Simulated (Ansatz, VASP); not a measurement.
## One calculation of TiO2, two programs

```
CELL_PARAMETERS angstrom
2.70603 -2.70666 0.00000
2.70603 2.70666 0.00000
-2.63353 0.00000 4.79664
ATOMIC_POSITIONS crystal
Ti 0.11563 0.84741 0.25000
Ti 0.86589 0.13411 0.75000
O 0.33122 0.08876 0.66715
O 0.66878 0.91124 0.33285
O 0.91124 0.66878 0.83285
O 0.08876 0.33122 0.16715
```

Alike in both runs: task single point; functional PBEsol; k mesh 6 × 6 × 4; no spin polarisation.

|  | VASP | Ansatz |
| --- | --- | --- |
| version | VASP 6.6.1 | Ansatz 0.2.0 |
| potentials or method | VASP PAW PBE potentials, release 64 (Ti_sv, O) | plane waves, PAW |
| plane-wave cutoff (eV) | 520 | 420 |
| occupations | gaussian, width 0.01 eV | fixed |
| valence electrons in the cell | 48 | 48 |

Ansatz gave:

| Item | Value |
| --- | --- |
| rms of the force components (eV/Å) | 0.146 |

Problem. Estimate VASP's values.

Solution. rms of the force components (eV/Å): 0.148.

VASP's potentials were made for PBE, not for PBEsol. Atom by atom the forces differ by 0.019 eV/Å (rms over components).
